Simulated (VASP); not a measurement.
Write the native input for VASP 6.6.1 that does the following.

| Quantity | Value |
| --- | --- |
| Task | single point |
| Functional | PBE |
| Potentials or basis | VASP PAW PBE potentials, release 64 (Os, Au) |
| Cutoff | 600 eV |
| k mesh | 5 × 5 × 5 |
| Occupations | gaussian, width 0.2 eV |
| Spin | no spin polarisation |
| Dipole correction | no |
| Further INCAR settings | ALGO = Normal; EDIFF = 1e-06; NBANDS = 26 |

The structure of Os3Au lies in POSCAR:

```
Os3Au
1.0
    0.0000000000      3.1377345176      3.1377345176
    3.1377345176      0.0000000000      3.1377345176
    3.1377345176      3.1377345176      0.0000000000
Os Au
3 1
Direct
    0.2500000000      0.2500000000      0.2500000000
    0.7500000000      0.7500000000      0.7500000000
    0.0000000000      0.0000000000      0.0000000000
    0.5000000000      0.5000000000      0.5000000000
```

The cell was generated, and may not be a known phase.

These files were run (other wordings do the same):

INCAR

```
SYSTEM = Os3Au
PREC = Accurate
ENCUT = 600
EDIFF = 1E-6
ISMEAR = 0
SIGMA = 0.2
LREAL = .FALSE.
LASPH = .TRUE.
NELM = 120
ALGO = Normal
ISIF = 2
LWAVE = .FALSE.
LCHARG = .FALSE.
GGA = PE
NBANDS = 26
GGA_COMPAT = .FALSE.
```

KPOINTS

```
Automatic mesh
0
G
  5 5 5
  0 0 0
```

Potentials or basis: VASP PAW PBE potentials, release 64 (Os, Au).

Command:

```bash
$ cat potpaw_PBE.64/Os/POTCAR potpaw_PBE.64/Au/POTCAR > POTCAR
$ mpirun -np 1 vasp_std > vasp.out
```

Results of the run:

| Quantity | Value |
| --- | --- |
| Pressure | -0.2 GPa |
| Band gap on the k mesh | zero (an odd number of electrons rules out a gap without spin polarisation) |

Caveat: spin-orbit coupling is left out, which moves the levels of the heavy elements.

Run time: 29 s on 1 thread of Intel Xeon 8259CL, with other jobs on the host, peak memory 0.21 GiB.
